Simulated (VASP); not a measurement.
# Al12O in VASP: notebook

Al12O is run at these levels: PBE; tasks: single point.

Program: VASP 6.6.1. These are calculated values, not measurements. Logs are shortened: lines on timing, memory, paths and dates and some standing lists are left out, and cuts for length are marked.

### Step 1. The cell of the first run

The cell holds a slab with vacuum, 13 atoms: a = 5.714 Å, b = 5.714 Å, c = 20.102 Å, α = 90.00°, β = 90.00°, γ = 120.00°.

### Step 2. Single point, PBE

INCAR reads:

```
  PREC = Accurate
  ENCUT = 520
  EDIFF = 1E-7
  ISMEAR = 0
  SIGMA = 0.1
  LREAL = False
  LASPH = True
  NELM = 60
  ALGO = Normal
  ISIF = 2
  LWAVE = False
  LCHARG = True
  LDIPOL = True
  IDIPOL = 3
  DIPOL = 0.5 0.5 0.328
  GGA = PE
  LELF = True
  LVHAR = True
  LVACPOTAV = True
  NBANDS = 33
```

KPOINTS reads:

```
regular mesh
0
Gamma
  6 6 1
```

POSCAR reads:

```
Al12O
1.0
    5.7143028096      0.0000000000      0.0000000000
   -2.8571514048      4.9487313980      0.0000000000
    0.0000000000      0.0000000000     20.1016424764
Al O
12 1
Direct
    0.3333333333      0.1666666667      0.1989887147
    0.3333333333      0.6666666667      0.1989887147
    0.8333333333      0.1666666667      0.1989887147
    0.8333333333      0.6666666667      0.1989887147
    0.1666666667      0.3333333333      0.3134533099
    0.1666666667      0.8333333333      0.3134533099
    0.6666666667      0.3333333333      0.3134533099
    0.6666666667      0.8333333333      0.3134533099
    0.0000000000      0.0000000000      0.4279074452
    0.0000000000      0.5000000000      0.4279074452
    0.5000000000      0.0000000000      0.4279074452
    0.5000000000      0.5000000000      0.4279074452
    0.0000000000      0.0833333333      0.5075925548
```

Potentials or basis: VASP PAW PBE potentials, release 64 (Al, O).

On the command line:

```console
$ cat potpaw_PBE.64/Al/POTCAR potpaw_PBE.64/O/POTCAR > POTCAR
$ mpirun -np 1 vasp_std > vasp.out
```

OUTCAR:

```text
PREC = Accurate
   ENCUT = 520
   EDIFF = 1E-7
   ISMEAR = 0
   LREAL = False
   LASPH = True
   NELM = 60
   ISIF = 2
   GGA = PE

 ion  position               nearest neighbor table
   1  0.333  0.167  0.199-   5 2.83   6 2.83   7 2.83   4 2.86   2 2.86   2 2.86   4 2.86   3 2.86
                             3 2.86
   2  0.333  0.667  0.199-   6 2.83   5 2.83   8 2.83   3 2.86   1 2.86   1 2.86   3 2.86   4 2.86
                             4 2.86
   3  0.833  0.167  0.199-   7 2.83   8 2.83   5 2.83   4 2.86   2 2.86   4 2.86   2 2.86   1 2.86
                             1 2.86
   4  0.833  0.667  0.199-   8 2.83   7 2.83   6 2.83   3 2.86   1 2.86   3 2.86   1 2.86   2 2.86
                             2 2.86
   5  0.167  0.333  0.313-   9 2.83  12 2.83  10 2.83   1 2.83   2 2.83   3 2.83   8 2.86   6 2.86
                             6 2.86   8 2.86   7 2.86   7 2.86
   6  0.167  0.833  0.313-  10 2.83  11 2.83   9 2.83   2 2.83   1 2.83   4 2.83   7 2.86   5 2.86
                             5 2.86   7 2.86   8 2.86   8 2.86
   7  0.667  0.333  0.313-  11 2.83  10 2.83  12 2.83   3 2.83   4 2.83   1 2.83   8 2.86   6 2.86
                             8 2.86   6 2.86   5 2.86   5 2.86
   8  0.667  0.833  0.313-  12 2.83   9 2.83  11 2.83   4 2.83   3 2.83   2 2.83   7 2.86   5 2.86
                             7 2.86   5 2.86   6 2.86   6 2.86
   9  0.000  0.000  0.428-  13 1.67   5 2.83   8 2.83   6 2.83  12 2.86  10 2.86  10 2.86  12 2.86
                            11 2.86  11 2.86
  10  0.000  0.500  0.428-   6 2.83   7 2.83   5 2.83   9 2.86  11 2.86   9 2.86  11 2.86  12 2.86
                            12 2.86
  11  0.500  0.000  0.428-   7 2.83   6 2.83   8 2.83  10 2.86  12 2.86  12 2.86  10 2.86   9 2.86
                             9 2.86
  12  0.500  0.500  0.428-   8 2.83   5 2.83   7 2.83   9 2.86  11 2.86  11 2.86   9 2.86  10 2.86
                            10 2.86
  13  0.000  0.083  0.508-   9 1.67

  LATTYP: Found a hexagonal cell.
 ALAT       =     5.7143028096
 C/A-ratio  =     3.5177769093

  Lattice vectors:

 A1 = (   5.7143028096,   0.0000000000,   0.0000000000)
 A2 = (  -2.8571514048,   4.9487313980,   0.0000000000)
 A3 = (   0.0000000000,   0.0000000000,  20.1016424764)

Analysis of symmetry for initial positions (statically):
=====================================================================
 Subroutine PRICEL returns:
 Original cell was already a primitive cell.

 Routine SETGRP: Setting up the symmetry group for a
 hexagonal supercell.

 Subroutine GETGRP returns: Found  1 space group operations
 (whereof  1 operations were pure point group operations)
 out of a pool of 24 trial point group operations.

The static configuration has the point symmetry C_1 .

Analysis of symmetry for dynamics (positions and initial velocities):
=====================================================================
 Subroutine PRICEL returns:
 Original cell was already a primitive cell.

 Routine SETGRP: Setting up the symmetry group for a
 hexagonal supercell.

 Subroutine GETGRP returns: Found  1 space group operations
 (whereof  1 operations were pure point group operations)
 out of a pool of 24 trial point group operations.

The dynamic configuration has the point symmetry C_1 .

 Subroutine INISYM returns: Found  1 space group operations
 (whereof  1 operations are pure point group operations),
 and found     1 'primitive' translations

----------------------------------------------------------------------------------------

                                     Primitive cell

  volume of cell :     568.4453

  direct lattice vectors                    reciprocal lattice vectors
     5.714302810  0.000000000  0.000000000     0.174999476  0.101035995  0.000000000
    -2.857151405  4.948731398  0.000000000     0.000000000  0.202071990  0.000000000
     0.000000000  0.000000000 20.101642476     0.000000000  0.000000000  0.049747179

  length of vectors
     5.714302810  5.714302810 20.101642476     0.202071990  0.202071990  0.049747179

  position of ions in fractional coordinates (direct lattice)
     0.333333333  0.166666667  0.198988715
     0.333333333  0.666666667  0.198988715
     0.833333333  0.166666667  0.198988715
     0.833333333  0.666666667  0.198988715
     0.166666667  0.333333333  0.313453310
     0.166666667  0.833333333  0.313453310
     0.666666667  0.333333333  0.313453310
     0.666666667  0.833333333  0.313453310
     0.000000000  0.000000000  0.427907445
     0.000000000  0.500000000  0.427907445
     0.500000000  0.000000000  0.427907445
[... 42 lines left out ...]

 Found     20 irreducible k-points:

 Following reciprocal coordinates:
            Coordinates               Weight
  0.000000  0.000000  0.000000      1.000000
  0.166667  0.000000  0.000000      2.000000
  0.000000  0.166667  0.000000      2.000000
 -0.166667  0.166667  0.000000      2.000000
  0.333333  0.000000  0.000000      2.000000
  0.000000  0.333333  0.000000      2.000000
[... 12 lines left out ...]
  0.500000 -0.166667  0.000000      2.000000
  0.333333  0.333333  0.000000      2.000000
   k-points           NKPTS =     20   k-points in BZ     NKDIM =     20   number of bands    NBANDS=     33
   number of dos      NEDOS =    301   number of ions     NIONS =     13
   total plane-waves  NPLWV = 264600
   dimension x,y,z NGX =    42 NGY =   42 NGZ =  150
   dimension x,y,z NGXF=    84 NGYF=   84 NGZF=  300
   ions per type =              12   1
   NGX,Y,Z   is equivalent  to a cutoff of  12.22, 12.22, 12.41 a.u.
   NGXF,Y,Z  is equivalent  to a cutoff of  24.44, 24.44, 24.81 a.u.
 SYSTEM =  unknown system
   PREC   = accura    normal or accurate (medium, high low for compatibility)
   ISTART =      0    job   : 0-new  1-cont  2-samecut
   ICHARG =      2    charge: 1-file 2-atom 10-const
   ISPIN  =      1    spin polarized calculation?
   LNONCOLLINEAR =      F non collinear calculations
   LSORBIT =      F    spin-orbit coupling
   LASPH  =      T    aspherical Exc in radial PAW
   ENCUT  =  520.0 eV  38.22 Ry    6.18 a.u.  10.62 10.62 37.38*2*pi/ulx,y,z
   NELM   =     60;   NELMIN=  2; NELMDL= -5     # of ELM steps
   EDIFF  = 0.1E-06   stopping-criterion for ELM
   LREAL  =      F    real-space projection
   EDIFFG = 0.1E-05   stopping-criterion for IOM
   NSW    =      0    number of steps for IOM
   IBRION =     -1    ionic relax: 0-MD 1-quasi-New 2-CG
   NFREE  =      0    steps in history (QN), initial steepest desc. (CG)
   ISIF   =      2    stress and relaxation
   ISYM   =      2    0-nonsym 1-usesym 2-fastsym
   POTIM  = 0.5000    time-step for ionic-motion
   TEBEG  =    0.0;   TEEND  =   0.0 temperature during run
   PSTRESS=    0.0 pullay stress
   NELECT =      42.0000    total number of electrons
   NUPDOWN=      -1.0000    fix difference up-down
   EMIN   =  10.00;   EMAX   =-10.00  energy-range for DOS
   EFERMI =   0.00;   METHOD = LEGACY
   ISMEAR =     0;   SIGMA  =   0.10  broadening in eV -4-tet -1-fermi 0-gaus
   EFERMI_NEDOS =   21; number of points for ismear=-14 and -15
   IALGO  =     38    algorithm
   IMIX   =      4    mixing-type and parameters
     AMIX     =   0.40;   BMIX     =  1.00
     AMIX_MAG =   1.60;   BMIX_MAG =  1.00
  volume/ion in A,a.u.               =      43.73       295.08
  Fermi-wavevector in a.u.,A,eV,Ry     =   0.686955  1.298157  6.420689  0.471907
  Thomas-Fermi vector in A             =   1.767332
   LORBIT       =      0    0 simple, 1 ext, 2 COOP (PROOUT), +10 PAW based schemes
   GGA     = PE    functional components
   LHFCALC =     F    Hartree Fock is set to
   AEXX    =    0.0000 exact exchange contribution
   IVDW    =     0    specifies the selected vdW correction
   LEPSILON=     F    determine dielectric tensor
   LRPA    =     F    only Hartree local field effects (RPA)
 non-spin polarized calculation
 Gauss-broadening in eV      SIGMA  =   0.10
  energy-cutoff  :      520.00
  volume of cell :      568.45
 maximum number of plane-waves:     15351
   NGX = 21   NGY = 21   NGZ = 75

 dipolmoment           0.000000      0.000000     -0.114905 electrons x Angstroem

 number of electron      42.0000006 magnetization

 dipolmoment           0.000000      0.000000      0.336511 electrons x Angstroem

 Free energy of the ion-electron system (eV)
  ---------------------------------------------------
  ext. energy  EPLUGINS =         0.00000000
  ---------------------------------------------------
  free energy    TOTEN  =       -48.66485116 eV

  energy without entropy =      -48.64623914  energy(sigma->0) =      -48.65554515

 E-fermi :  -0.3763     XC(G=0):  -4.5489

 val. band max:       -0.3965212222   @ k =   0.5000   0.0000   0.0000
 cond. band min:      -0.3745206699   @ k =   0.3333   0.0000   0.0000
 fundamental gap:      0.0220005523
 Fermi energy:        -0.3763272496

 k-point     1 :       0.0000    0.0000    0.0000
  band No.  band energies     occupation
      1     -17.1416      2.00000
      2     -10.9344      2.00000
      3      -9.1277      2.00000
      4      -6.3256      2.00000
      5      -5.1234      2.00000
      6      -5.1039      2.00000
[... 709 lines left out ...]
     32       3.0503      0.00000
     33       3.1665      0.00000

------------------------ aborting loop because EDIFF is reached ----------------------------------------

  FORCE on cell =-STRESS in cart. coord.  units (eV):
  Direction    XX          YY          ZZ          XY          YZ          ZX
  --------------------------------------------------------------------------------------
  -------------------------------------------------------------------------------------
  Total       -3.4223459     -3.3050884      1.6229001      0.2317847      1.3342404     -1.0541937
  in kB       -9.6459679     -9.3154745      4.5741846      0.6532909      3.7605901     -2.9712714
  external PRESSURE =      -4.7957526 kB  Pullay stress =       0.0000000 kB

 VOLUME and BASIS-vectors are now :
 -----------------------------------------------------------------------------
  energy-cutoff  :      520.00
  volume of cell :      568.45
      direct lattice vectors                 reciprocal lattice vectors
     5.714302810  0.000000000  0.000000000     0.174999476  0.101035995  0.000000000
    -2.857151405  4.948731398  0.000000000     0.000000000  0.202071990  0.000000000
     0.000000000  0.000000000 20.101642476     0.000000000  0.000000000  0.049747179

 POSITION                                       TOTAL-FORCE (eV/Angst)
 -----------------------------------------------------------------------------------
      1.42858      0.82479      4.00000         0.058700      0.013368     -0.116948
     -0.00000      3.29915      4.00000         0.017594     -0.015228     -0.119501
      4.28573      0.82479      4.00000        -0.073167      0.019846     -0.076572
      2.85715      3.29915      4.00000         0.011631     -0.027623     -0.150559
      0.00000      1.64958      6.30093         0.022902      0.042686      0.181729
     -1.42858      4.12394      6.30093         0.005384      0.020405      0.040907
      2.85715      1.64958      6.30093        -0.009105      0.016673     -0.064190
      1.42858      4.12394      6.30093        -0.004134     -0.005718      0.124972
      0.00000      0.00000      8.60164         0.344890     -0.579218     -0.500101
     -1.42858      2.47437      8.60164         0.180642     -0.145439      0.352609
      2.85715      0.00000      8.60164         0.042209     -0.185532      0.102019
      1.42858      2.47437      8.60164        -0.003211     -0.066118      0.128344
     -0.23810      0.41239     10.20344        -0.594336      0.911898      0.097292
 -----------------------------------------------------------------------------------
    total drift:                                0.000006      0.000016      0.000306

  FREE ENERGIE OF THE ION-ELECTRON SYSTEM (eV)
  ---------------------------------------------------
  free  energy   TOTEN  =       -48.6648511623 eV

  energy  without entropy=      -48.6462391407  energy(sigma->0) =      -48.65554515

 vacuum level on the upper side and lower side of the slab         5.784         3.630
```

Run time: 23 min. Hardware: 1 thread of Intel Xeon 8259CL, shared host; peak memory 0.71 GiB.

Results:

| Item | Value |
| --- | --- |
| Free energy | -48.6649 eV |
| Largest force | 1.093 eV/Å |
| Band gap on the k mesh | zero (bands 21 and 22 overlap by 0.71 eV) |

Forces in eV/Å, atoms in the order of the input:
```
Al   0.059  0.013 -0.117
Al   0.018 -0.015 -0.120
Al  -0.073  0.020 -0.077
Al   0.012 -0.028 -0.151
Al   0.023  0.043  0.182
Al   0.005  0.020  0.041
Al  -0.009  0.017 -0.064
Al  -0.004 -0.006  0.125
Al   0.345 -0.579 -0.500
Al   0.181 -0.145  0.353
Al   0.042 -0.186  0.102
Al  -0.003 -0.066  0.128
O   -0.594  0.912  0.097
```

Levels at points of the mesh, in eV from the Fermi level:
```tsv
k point	band 19	band 20	band 21	band 22	band 23	band 24
(0.00, 0.00, 0.00)	-1.64	-1.56	-0.30	-0.20	-0.16	0.39
(0.50, 0.00, 0.00)	-0.48	-0.33	-0.08	-0.02	0.98	1.21
(0.00, 0.50, 0.00)	-0.44	-0.39	-0.09	-0.03	1.01	1.17
(0.50, 0.50, 0.00)	-0.46	-0.38	-0.20	0.07	0.97	1.26
```

### Step 3. Single point, PBE

INCAR reads:

```
SYSTEM = Al12O
ALGO = Normal
DIPOL = 0.5 0.5 0.327
EDIFF = 1E-6
ENCUT = 520
GGA = PE
IDIPOL = 3
ISIF = 2
ISMEAR = 0
LASPH = .TRUE.
LCHARG = .TRUE.
LDIPOL = .TRUE.
LELF = .TRUE.
LREAL = .FALSE.
LVACPOTAV = .TRUE.
LVHAR = .TRUE.
LWAVE = .FALSE.
NBANDS = 33
NELM = 60
PREC = Accurate
SIGMA = 0.1
```

KPOINTS reads:

```
k-points
0
G
  6 6 1
  0 0 0
```

Changes to POSCAR since step 2:

```diff
@@ -20,2 +20,2 @@
     0.5000000000      0.5000000000      0.4279074452
-    0.0000000000      0.0833333333      0.5075925548
+    0.0833333333      0.3333333333      0.4839610882
```

Potentials or basis: VASP PAW PBE potentials, release 64 (Al, O).

On the command line:

```console
$ cat potpaw_PBE.64/Al/POTCAR potpaw_PBE.64/O/POTCAR > POTCAR
$ mpirun -np 1 vasp_std > vasp.out
```

Wall time 20 min (1 thread of Intel Xeon 8259CL, shared host); peak memory 0.71 GiB.

It converged, with:

```
Free energy            : -50.2271 eV
Largest force          : 2.693 eV/Å
Band gap on the k mesh : zero (bands 21 and 22 overlap by 0.55 eV)
```

Forces in eV/Å, atoms in the order of the input:
```
Al  -0.052  0.048 -0.096
Al   0.015 -0.022 -0.077
Al  -0.015 -0.018 -0.048
Al   0.049  0.008 -0.165
Al   0.111  0.015 -0.039
Al   0.077 -0.020  0.073
Al   0.080 -0.019  0.101
Al   0.014  0.037  0.064
Al  -0.186  0.626  0.907
Al  -1.437  1.257 -0.855
Al  -0.447 -0.054 -0.324
Al  -0.198 -0.044  0.414
O    1.989 -1.815  0.045
```

Levels at points of the mesh, in eV from the Fermi level:
```csv
k point,band 17,band 18,band 19,band 20,band 21,band 22,band 23,band 24,band 25,band 26
"(0.00, 0.00, 0.00)",-2.80,-2.34,-2.09,-1.85,-0.43,-0.25,-0.21,0.56,0.60,0.82
"(0.50, 0.00, 0.00)",-1.33,-0.69,-0.56,-0.21,-0.16,-0.06,0.97,1.07,1.48,1.67
"(0.00, 0.50, 0.00)",-1.34,-0.65,-0.55,-0.41,-0.20,0.05,0.96,1.17,1.55,1.63
"(0.50, 0.50, 0.00)",-1.34,-0.64,-0.53,-0.47,-0.16,0.05,1.01,1.14,1.54,1.58
```

### Step 4. Single point, PBE

INCAR reads:

```
PREC = Accurate
ENCUT = 520
EDIFF = 1E-7
ISMEAR = 0
SIGMA = 0.1
LREAL = F
LASPH = T
NELM = 100
ALGO = Normal
ISIF = 2
LWAVE = F
LCHARG = F
LDIPOL = T
IDIPOL = 3
DIPOL = 0.5 0.5 0.327
GGA = PE
NBANDS = 33
```

KPOINTS reads:

```
Automatic mesh
0
Gamma
  6 6 1
```

Changes to POSCAR since step 3:

```diff
@@ -20,2 +20,2 @@
     0.5000000000      0.5000000000      0.4279074452
-    0.0833333333      0.3333333333      0.4839610882
+    0.2500000000      0.1666666667      0.4831462503
```

On the command line:

```console
$ cat potpaw_PBE.64/Al/POTCAR potpaw_PBE.64/O/POTCAR > POTCAR
$ mpirun -np 1 vasp_std > vasp.out
```

Wall time 21 min (1 thread of Intel Xeon 8259CL, shared host); peak memory 0.71 GiB.

Results (log left out):

```
Free energy            : -50.4753 eV
Largest force          : 3.214 eV/Å
Band gap on the k mesh : zero (bands 21 and 22 overlap by 0.62 eV)
```

Forces on the atoms (eV/Å):
```
Al   0.029  0.001 -0.023
Al  -0.034 -0.036 -0.103
Al   0.011  0.013 -0.106
Al  -0.015  0.011 -0.129
Al  -0.091  0.047  0.121
Al  -0.031  0.002  0.145
Al  -0.058 -0.014  0.127
Al   0.009  0.032 -0.039
Al  -1.646 -1.382 -1.037
Al  -0.328  0.056 -0.318
Al  -0.191 -0.024  0.428
Al  -0.276 -0.568  0.896
O    2.619  1.862  0.040
```

Levels at points of the mesh, in eV from the Fermi level:
```tsv
k point	band 19	band 20	band 21	band 22	band 23	band 24
(0.00, 0.00, 0.00)	-2.44	-1.67	-0.41	-0.32	-0.23	0.65
(0.50, 0.00, 0.00)	-0.56	-0.43	-0.27	0.19	0.89	1.27
(0.00, 0.50, 0.00)	-0.54	-0.39	-0.25	0.19	0.90	1.25
(0.50, 0.50, 0.00)	-0.55	-0.30	-0.22	0.18	0.89	1.26
```

### Step 5. The runs side by side

| cell | gap on the mesh (eV) | largest force (eV/Å) |
| --- | --- | --- |
| as given, atomic positions A | none | 1.09 |
| as given, atomic positions B | none | 2.69 |
| as given, atomic positions C | none | 3.21 |

Alike in all rows: task single point; level PBE; potentials or basis VASP PAW PBE potentials, release 64 (Al, O); no spin polarisation; k mesh 6 × 6 × 1; cutoff (eV) 520; smearing gaussian 0.1 eV.

Total energies depend on the potentials used, so only differences within one code and one set of settings carry meaning.

The gap in the log of VASP goes by the Fermi energy; the results here count the filled bands.